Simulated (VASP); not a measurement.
Wanted: the native input for a VASP 6.6.1 run.

```
Task                   : single point
Functional             : PBE
Potentials or basis    : VASP PAW PBE potentials, release 64 (Sc_sv, C, H)
Cutoff                 : 520 eV
k mesh                 : 4 × 4 × 1
Occupations            : gaussian, width 0.05 eV
Spin                   : no spin polarisation
Dipole correction      : no
Further INCAR settings : ALGO = Normal; EDIFF = 1e-06; NBANDS = 82; NELMDL = -8
```

The structure of Sc12HC lies in POSCAR:

```
Sc12HC
1.0
    6.6199999251     -0.0000000433      0.0000000000
    3.3099999251      5.7330880433      0.0000000000
    0.0000000000      0.0000000000     16.2761400000
Sc C H
12 1 1
Direct
   -0.0000000050     -0.0000000050      0.0614396300
    0.5000000000      0.0000000000      0.0614396300
   -0.0000000050      0.5000000100      0.0614396300
    0.4999999900      0.5000000050      0.0614396300
   -0.1651305734      0.3325652867      0.2129951395
    0.3344034095      0.3421322649      0.2135302271
   -0.1711103251      0.8355551625      0.2133409581
    0.3344034095      0.8234643256      0.2135302271
    0.0092531941     -0.0181612228      0.3791351062
    0.4521589942      0.0239205029      0.3718305837
    0.0092531941      0.5089080287      0.3791351062
    0.4948813568      0.5025593216      0.3745124931
    0.1259446904      0.1870276548      0.4284263108
    0.1809305791      0.6595347105      0.4370522002
```

The input as run:

INCAR

```
PREC = Accurate
ENCUT = 520
EDIFF = 1E-6
ISMEAR = 0
SIGMA = 0.05
LREAL = False
LASPH = True
NELM = 120
ALGO = Normal
ISIF = 2
LWAVE = False
LCHARG = False
GGA = PE
NBANDS = 82
GGA_COMPAT = False
NELMDL = -8
```

KPOINTS

```
regular mesh
0
Gamma
  4 4 1
```

Potentials or basis: VASP PAW PBE potentials, release 64 (Sc_sv, C, H).

Launch:

```bash
$ cat potpaw_PBE.64/Sc_sv/POTCAR potpaw_PBE.64/C/POTCAR potpaw_PBE.64/H/POTCAR > POTCAR
$ mpirun -np 1 vasp_std > vasp.out
```

Results of the run:

```
Largest force          : 0.104 eV/Å
Band gap on the k mesh : zero (an odd number of electrons rules out a gap without spin polarisation)
```

Caveat: there is no dipole correction, which matters where the two faces differ.

It took 17 min on 1 thread of Intel(R) Xeon(R) Platinum 8488C (Sapphire Rapids) (shared host), peak memory 0.78 GiB.
